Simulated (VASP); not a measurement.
Input of a VASP 6.6.1 run:

Contents of INCAR:

```
SYSTEM = IrS
PREC = Accurate
ENCUT = 500
EDIFF = 1E-6
ISMEAR = 0
SIGMA = 0.1
LREAL = .FALSE.
LASPH = .TRUE.
NELM = 120
ALGO = Normal
ISIF = 2
LWAVE = .FALSE.
LCHARG = .TRUE.
GGA = PE
LELF = .TRUE.
LVHAR = .TRUE.
NBANDS = 14
GGA_COMPAT = .FALSE.
```

File KPOINTS:

```
Automatic mesh
0
G
  6 6 6
  0 0 0
```

File POSCAR:

```
IrS
1.0
    0.0000000000      2.6375411264      2.6375411264
    2.6375411264      0.0000000000      2.6375411264
    2.6375411264      2.6375411264      0.0000000000
Ir S
1 1
Direct
    0.0000000000      0.0000000000      0.0000000000
    0.7500000000      0.7500000000      0.7500000000
```

Potentials or basis: VASP PAW PBE potentials, release 64 (Ir, S).

Run with:

```sh
$ cat potpaw_PBE.64/Ir/POTCAR potpaw_PBE.64/S/POTCAR > POTCAR
$ mpirun -np 1 vasp_std > vasp.out
```

Question: Predict the band gap on the k mesh.

Answer: Zero (an odd number of electrons rules out a gap without spin polarisation).

Question: Estimate the pressure.

Answer: 0.4 GPa.

Caveat: spin-orbit coupling is left out, which moves the levels of the heavy elements.
